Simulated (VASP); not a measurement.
# Mg (P6/mmm) in VASP: notebook

The runs below take Mg through relaxation of cell and atoms, with PBEsol.

Program: VASP 6.6.1. These are calculated values, not measurements. Logs are shortened: lines on timing, memory, paths and dates and some standing lists are left out, and cuts for length are marked.

### 1 The cell of the first run

The structure is hexagonal, space group P6/mmm (No. 191). The conventional cell has a = 2.400 Å, b = 2.400 Å, c = 2.256 Å, α = 90.00°, β = 90.00°, γ = 120.00°. Within 3.0 Å of Mg (site symmetry 6/mmm) lie 8 Mg at 2.26 to 2.40 Å.

This isn't the form of Mg at room conditions, which is hcp.

### 2 Relaxation of cell and atoms, PBEsol, target pressure 100 GPa, at which the enthalpy is minimised

Input file INCAR:

```
PREC = Accurate
ENCUT = 600
EDIFF = 1E-6
ISMEAR = -1
SIGMA = 0.1
LREAL = F
LASPH = T
NELM = 60
ALGO = Normal
ISIF = 3
LWAVE = F
LCHARG = F
GGA = PS
IBRION = 2
NSW = 60
EDIFFG = -0.005
PSTRESS = 1000.0
```

Input file KPOINTS:

```
regular mesh
0
Gamma
  18 18 17
```

Input file POSCAR:

```
Mg
1.0
    2.3995682428      0.0000000000      0.0000000000
   -1.1997841214      2.0780870563      0.0000000000
    0.0000000000      0.0000000000      2.2555941482
Mg
1
Direct
    0.0000000000      0.0000000000      0.0000000000
```

Potentials or basis: VASP PAW PBE potentials, release 64 (Mg).

Started as:

```
> cat potpaw_PBE.64/Mg/POTCAR > POTCAR
> mpirun -np 1 vasp_std > vasp.out
```

OUTCAR:

```text
PREC = Accurate
   ENCUT = 600
   EDIFF = 1E-6
   ISMEAR = -1
   LREAL = F
   LASPH = T
   NELM = 60
   ISIF = 3
   GGA = PS
   IBRION = 2
   NSW = 60
   EDIFFG = -0.005
   PSTRESS = 1000.0

 ion  position               nearest neighbor table
   1  0.000  0.000  0.000-

  LATTYP: Found a hexagonal cell.
 ALAT       =     2.3995682428
 C/A-ratio  =     0.9400000000

  Lattice vectors:

 A1 = (   2.3995682428,   0.0000000000,   0.0000000000)
 A2 = (  -1.1997841214,   2.0780870563,   0.0000000000)
 A3 = (   0.0000000000,   0.0000000000,   2.2555941482)

Analysis of symmetry for initial positions (statically):
=====================================================================
 Subroutine PRICEL returns:
 Original cell was already a primitive cell.

 Routine SETGRP: Setting up the symmetry group for a
 hexagonal supercell.

 Subroutine GETGRP returns: Found 24 space group operations
 (whereof 24 operations were pure point group operations)
 out of a pool of 24 trial point group operations.

The static configuration has the point symmetry D_6h.

Analysis of symmetry for dynamics (positions and initial velocities):
=====================================================================
 Subroutine PRICEL returns:
 Original cell was already a primitive cell.

 Routine SETGRP: Setting up the symmetry group for a
 hexagonal supercell.

 Subroutine GETGRP returns: Found 24 space group operations
 (whereof 24 operations were pure point group operations)
 out of a pool of 24 trial point group operations.

The dynamic configuration has the point symmetry D_6h.

 Subroutine INISYM returns: Found 24 space group operations
 (whereof 24 operations are pure point group operations),
 and found     1 'primitive' translations

----------------------------------------------------------------------------------------

                                     Primitive cell

  volume of cell :      11.2475

  direct lattice vectors                    reciprocal lattice vectors
     2.399568243  0.000000000  0.000000000     0.416741638  0.240605897  0.000000000
    -1.199784121  2.078087056  0.000000000     0.000000000  0.481211794  0.000000000
     0.000000000  0.000000000  2.255594148     0.000000000  0.000000000  0.443342168

  length of vectors
     2.399568243  2.399568243  2.255594148     0.481211794  0.481211794  0.443342168

[... 86 lines left out ...]
   POTIM  = 0.5000    time-step for ionic-motion
   TEBEG  =    0.0;   TEEND  =   0.0 temperature during run
   PSTRESS= 1000.0 pullay stress
   NELECT =       2.0000    total number of electrons
   NUPDOWN=      -1.0000    fix difference up-down
   EMIN   =  10.00;   EMAX   =-10.00  energy-range for DOS
   EFERMI =   0.00;   METHOD = LEGACY
   ISMEAR =    -1;   SIGMA  =   0.10  broadening in eV -4-tet -1-fermi 0-gaus
   EFERMI_NEDOS =   21; number of points for ismear=-14 and -15
   IALGO  =     38    algorithm
   IMIX   =      4    mixing-type and parameters
     AMIX     =   0.40;   BMIX     =  1.00
     AMIX_MAG =   1.60;   BMIX_MAG =  1.00
  volume/ion in A,a.u.               =      11.25        75.90
  Fermi-wavevector in a.u.,A,eV,Ry     =   0.920589  1.739660 11.530710  0.847483
  Thomas-Fermi vector in A             =   2.045911
   LORBIT       =      0    0 simple, 1 ext, 2 COOP (PROOUT), +10 PAW based schemes
   GGA     = PS    functional components
   LHFCALC =     F    Hartree Fock is set to
   AEXX    =    0.0000 exact exchange contribution
   IVDW    =     0    specifies the selected vdW correction
   LEPSILON=     F    determine dielectric tensor
   LRPA    =     F    only Hartree local field effects (RPA)
 conjugate gradient relaxation of ions
 non-spin polarized calculation
  energy-cutoff  :      600.00
  volume of cell :       11.25
 maximum number of plane-waves:       399
 NGX is ok and might be reduce to    20
   NGX =  9   NGY =  9   NGZ =  9

--------------------------------------- Ionic step        1  -------------------------------------------

 number of electron       2.0000000 magnetization

 Free energy of the ion-electron system (eV)
  ---------------------------------------------------
  ext. energy  EPLUGINS =         0.00000000
  ---------------------------------------------------
  free energy    TOTEN  =         0.81899520 eV

  energy without entropy =        0.83018439  energy(sigma->0) =        0.82458980

------------------------ aborting loop because EDIFF is reached ----------------------------------------

  FORCE on cell =-STRESS in cart. coord.  units (eV):
  Direction    XX          YY          ZZ          XY          YZ          ZX
  --------------------------------------------------------------------------------------
  -------------------------------------------------------------------------------------
  Total        7.4609218      7.4609218      6.6709509      0.0000000      0.0000000      0.0000000
  in kB     1062.7846332   1062.7846331    950.2557849      0.0000000      0.0000000      0.0000000
  external PRESSURE =      25.2750171 kB  Pullay stress =    1000.0000000 kB
[... 135 lines left out ...]
--------------------------------------- Ionic step        5  -------------------------------------------

 number of electron       2.0000000 magnetization

 Free energy of the ion-electron system (eV)
  ---------------------------------------------------
  ext. energy  EPLUGINS =         0.00000000
  ---------------------------------------------------
  free energy    TOTEN  =         0.77063963 eV

  energy without entropy =        0.78209276  energy(sigma->0) =        0.77636620

 E-fermi :   7.7521     XC(G=0): -11.1004

 val. band max:        7.7342953757   @ k =   0.3333   0.1667   0.4118
 cond. band min:       7.7831045994   @ k =   0.3889   0.1667   0.3529
 fundamental gap:      0.0488092238
 Fermi energy:         7.7520983847

 k-point     1 :       0.0000    0.0000    0.0000
  band No.  band energies     occupation
      1      -2.8317      2.00000
      2      19.9168      0.00000
      3      24.6608      0.00000
      4      24.6608      0.00000
      5      25.9651      0.00000
[... 177 lines left out ...]
 k-point    24 :       0.3889    0.1111    0.0000
  band No.  band energies     occupation
      1       3.7748      2.00000
      2       7.5123      1.83339
      3      16.1441      0.00000
      4      24.7396      0.00000
      5      29.0918      0.00000

 [... further k-points ...]

------------------------ aborting loop because EDIFF is reached ----------------------------------------

  FORCE on cell =-STRESS in cart. coord.  units (eV):
  Direction    XX          YY          ZZ          XY          YZ          ZX
  --------------------------------------------------------------------------------------
  -------------------------------------------------------------------------------------
  Total        7.0597634      7.0597634      7.0644499      0.0000000     -0.0000000      0.0000000
  in kB      999.4923487    999.4923486   1000.1558492      0.0000000     -0.0000000      0.0000000
  external PRESSURE =      -0.2864845 kB  Pullay stress =    1000.0000000 kB
[... 20 lines left out ...]
  energy  without entropy=        0.7820927635  energy(sigma->0) =        0.77636620

  enthalpy is  TOTEN    =         7.8339887416 eV   P V=        7.0633491092

 reached required accuracy - stopping structural energy minimisation
```

Wall time 26 s (1 thread of Intel Xeon Platinum 8488C (Sapphire Rapids), shared host); peak memory 0.15 GiB.

What came out:

```
Free energy                                                : 0.7706 eV
Relaxed volume                                             : 11.32 Å³/atom
Relaxed cell                                               : a = 2.419 Å, b = 2.419 Å, c = 2.234 Å, α = 90.00°, β = 90.00°, γ = 120.00°
Space group after relaxing (to 0.1 Å)                      : P6/mmm (No. 191)
Energy change on relaxing (the run minimises the enthalpy) : -48.4 meV/atom
Ionic steps                                                : 5
Pressure after relaxing                                    : 100.0 GPa
Band gap on the k mesh                                     : zero (bands 1 and 2 overlap by 6.54 eV)
```

The path:
| step | energy change (eV) | largest force (eV/Å) | pressure (GPa) | volume (Å³) |
| --- | --- | --- | --- | --- |
| 1 | 0.0000 | 0.0000 | 102.53 | 11.25 |
| 2 | -0.1729 | 0.0000 | 93.66 | 11.53 |
| 3 | -0.0777 | 0.0000 | 98.75 | 11.36 |
| 4 | -0.0077 | 0.0000 | 101.65 | 11.25 |
| 5 | -0.0484 | 0.0000 | 99.97 | 11.32 |

Final structure:
```
Mg
1.0
     2.41880    0.00000    0.00000
    -1.20940    2.09474    0.00000
     0.00000    0.00000    2.23352
Mg
1
Direct
  0.00000 0.00000 0.00000
```

Caveat: the cell is relaxed towards a set pressure, so the run minimises the enthalpy, not the energy; the PAW data sets were made with another functional, which shifts forces and pressure a little.

### 3 Relaxation of cell and atoms, PBEsol, target pressure 100 GPa, at which the enthalpy is minimised

Input file INCAR:

```
SYSTEM = Mg
ALGO     = Normal         ! electronic algorithm
EDIFF    = 1E-6           ! SCF threshold, eV
EDIFFG   = -0.005         ! ionic threshold
ENCUT    = 600            ! plane-wave cutoff, eV
GGA      = PS             ! functional
IBRION   = 2              ! ionic algorithm
ISIF     = 3              ! what is computed and relaxed
ISMEAR   = -1             ! smearing method
LASPH    = .TRUE.         ! aspherical terms in the spheres
LCHARG   = .FALSE.        ! write CHGCAR
LREAL    = .FALSE.        ! projectors in reciprocal space
LWAVE    = .FALSE.        ! write WAVECAR
NELM     = 60             ! most SCF steps
NSW      = 32             ! ionic steps
PREC     = Accurate       ! precision mode
PSTRESS  = 1000.0       
SIGMA    = 0.1            ! smearing width, eV
```

Input file KPOINTS:

```
k-points
0
G
  18 18 17
  0 0 0
```

Input file POSCAR:

```
Mg
1.0
    2.4122840752      0.0000000000      0.0000000000
   -1.2061420376      2.0890992902      0.0000000000
    0.0000000000      0.0000000000      2.2307027727
Mg
1
Direct
    0.0000000000      0.0000000000      0.0000000000
```

Potentials or basis: VASP PAW PBE potentials, release 64 (Mg).

Started as:

```
> cat potpaw_PBE.64/Mg/POTCAR > POTCAR
> mpirun -np 1 vasp_std > vasp.out
```

Run time: 24 s. Hardware: 1 thread of Intel Xeon Platinum 8488C (Sapphire Rapids), shared host; peak memory 0.15 GiB.

It converged, with:

* Free energy: 0.7709 eV
* Relaxed volume: 11.32 Å³/atom
* Relaxed cell: a = 2.419 Å, b = 2.419 Å, c = 2.234 Å, α = 90.00°, β = 90.00°, γ = 120.00°
* Space group after relaxing (to 0.1 Å): P6/mmm (No. 191)
* Energy change on relaxing (the run minimises the enthalpy): -47.2 meV/atom
* Ionic steps: 3
* Pressure after relaxing: 100.0 GPa
* Band gap on the k mesh: zero (bands 1 and 2 overlap by 6.54 eV)

Step by step:
| step | energy change (eV) | largest force (eV/Å) | pressure (GPa) | volume (Å³) |
| --- | --- | --- | --- | --- |
| 1 | 0.0000 | 0.0000 | 102.11 | 11.24 |
| 2 | -0.1491 | 0.0000 | 95.43 | 11.48 |
| 3 | -0.0472 | 0.0000 | 99.99 | 11.32 |

Final structure:
```
Mg
1.0
     2.41859    0.00000    0.00000
    -1.20930    2.09456    0.00000
     0.00000    0.00000    2.23384
Mg
1
Direct
  0.00000 0.00000 0.00000
```

Levels at points of the mesh, in eV from the Fermi level:
```csv
k point,band 1,band 2,band 3,band 4,band 5
"(0.00, 0.00, 0.00)",-10.58,12.16,16.91,16.91,18.20
"(0.50, 0.00, 0.00)",-3.28,-1.58,11.30,13.80,21.24
```

Caveat: the cell is relaxed towards a set pressure, so the run minimises the enthalpy, not the energy; the PAW data sets were made with another functional, which shifts forces and pressure a little.

The gap in the log of VASP goes by the Fermi energy; the results here count the filled bands.